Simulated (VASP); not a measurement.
A run of VASP 6.6.1:

Contents of INCAR:

```
SYSTEM = Al2O3
ALGO = Normal
EDIFF = 1E-6
ENCUT = 520
GGA = PE
ISIF = 2
ISMEAR = 0
IVDW = 12
LASPH = .TRUE.
LCHARG = .FALSE.
LREAL = .FALSE.
LWAVE = .FALSE.
NBANDS = 20
NELM = 80
PREC = Accurate
SIGMA = 0.05
```

KPOINTS

```
k-points
0
G
  12 12 4
  0 0 0
```

File POSCAR:

```
Al2O3
1.0
    2.8843249483      0.0000000000      0.0000000000
   -1.4421624742      2.4978986780      0.0000000000
    0.0000000000      0.0000000000      9.3367544600
Al O
2 3
Direct
    0.0000000000      0.0000000000      0.1499923300
    0.0000000000      0.0000000000      0.8500076700
    0.3333333333      0.6666666667      0.2223169200
    0.6666666667      0.3333333333      0.0000000000
    0.3333333333      0.6666666667      0.7776830800
```

Potentials or basis: VASP PAW PBE potentials, release 64 (Al, O).

Run with:

```bash
$ cat potpaw_PBE.64/Al/POTCAR potpaw_PBE.64/O/POTCAR > POTCAR
$ mpirun -np 1 vasp_std > vasp.out
```

Hardware: 1 thread of Intel(R) Xeon(R) 6975P-C (Granite Rapids), with other jobs on the host.

How long does it take, and how much memory?

It took 36 s on 1 thread of Intel(R) Xeon(R) 6975P-C (Granite Rapids), on a shared host, peak memory 0.23 GiB. Counts: scf iterations 15, k points 57.
